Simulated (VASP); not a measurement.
Write the native input for VASP 6.6.1 that does the following.

```
Task                   : single point
Functional             : PBE
Potentials or basis    : VASP PAW PBE potentials, release 64 (Sn_d, As)
Cutoff                 : 520 eV
k mesh                 : 6 × 6 × 6
Occupations            : gaussian, width 0.1 eV
Spin                   : no spin polarisation
Dipole correction      : no
Further INCAR settings : ALGO = Normal; EDIFF = 1e-07; NBANDS = 19
```

The structure of SnAs2 lies in POSCAR:

```
SnAs2
1.0
   -1.7745468950      1.7745468950      5.4205103382
    1.7745468950     -1.7745468950      5.4205103382
    1.7745468950      1.7745468950     -5.4205103382
Sn As
1 2
Direct
    0.0000000000      0.0000000000      0.0000000000
    0.3007179232      0.3007179232      0.0000000000
    0.6992820768      0.6992820768      0.0000000000
```

These files were run (other wordings do the same):

INCAR

```
PREC     = Accurate       # precision mode
ENCUT    = 520            # plane-wave cutoff, eV
EDIFF    = 1E-7           # SCF threshold, eV
ISMEAR   = 0              # smearing method
SIGMA    = 0.1            # smearing width, eV
LREAL    = False          # projectors in reciprocal space
LASPH    = True           # aspherical terms in the spheres
NELM     = 60             # most SCF steps
ALGO     = Normal         # electronic algorithm
ISIF     = 2              # what is computed and relaxed
LWAVE    = False          # write WAVECAR
LCHARG   = False          # write CHGCAR
GGA      = PE             # functional
NBANDS   = 19             # bands
```

KPOINTS

```
regular mesh
0
Gamma
  6 6 6
```

Potentials or basis: VASP PAW PBE potentials, release 64 (Sn_d, As).

The run is started by

```bash
$ cat potpaw_PBE.64/Sn_d/POTCAR potpaw_PBE.64/As/POTCAR > POTCAR
$ mpirun -np 1 vasp_std > vasp.out
```

It gave:

```json
{
 "Pressure": "0.0 GPa",
 "Largest force": "0.019 eV/Å",
 "Band gap on the k mesh": "zero (bands 12 and 13 overlap by 2.75 eV)"
}
```

Caveat: spin-orbit coupling is left out, which moves the levels of the heavy elements.

Wall time 2.1 min on 1 thread of Oxide Virtual Turin-like Processor (shared host), peak memory 0.29 GiB.
